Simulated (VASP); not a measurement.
# Zr: single point with PBE

Crystal: Zr.

```xyz
2
Lattice="3.2320 0.0000 0.0000 -1.6160 2.7990 0.0000 0.0000 0.0000 5.1470" Properties=species:S:1:pos:R:3 pbc="T T T"
Zr    1.5928    0.9479    3.8560
Zr    0.0189    1.9105    1.2588
```

This cell differs from its parent crystal: atoms moved at random.

```yaml
Program: VASP 6.6.1
Task: single point
Functional: PBE
Potentials_or_basis: VASP PAW PBE potentials, release 64 (Zr_sv)
Cutoff: 520 eV
k_mesh: 9 × 9 × 5
Occupations: fermi-dirac, width 0.05 eV
Spin: no spin polarisation
Dipole_correction: no
Further_INCAR_settings: ALGO = Fast; EDIFF = 1e-06; NBANDS = 19
```

| Item | Value |
| --- | --- |
| Pressure | 0.5 GPa |
| Largest force | 0.106 eV/Å |
| Band gap on the k mesh | zero (band 12 reaches 9.89 eV, above the bottom of band 13 at 8.68 eV) |

Forces in eV/Å, atoms in the order of the input:
```
Zr   0.038  0.027 -0.095
Zr  -0.038 -0.027  0.095
```

Stress tensor (GPa, compression positive):
```
-0.02 -0.29 -0.01
-0.29  0.40 -0.01
-0.01 -0.01  1.10
```

Levels at points of the mesh, in eV from the Fermi level:
```
           k point  band 10  band 11  band 12  band 13  band 14  band 15
(0.00, 0.00, 0.00)    -3.04     0.82     0.88     0.96     1.18     1.52
```

Wall time 2.2 min on 1 thread of AMD EPYC 9R45 (Zen 5), on a shared host, peak memory 0.23 GiB.

Caveat: the cell differs from its parent crystal (atoms moved at random).
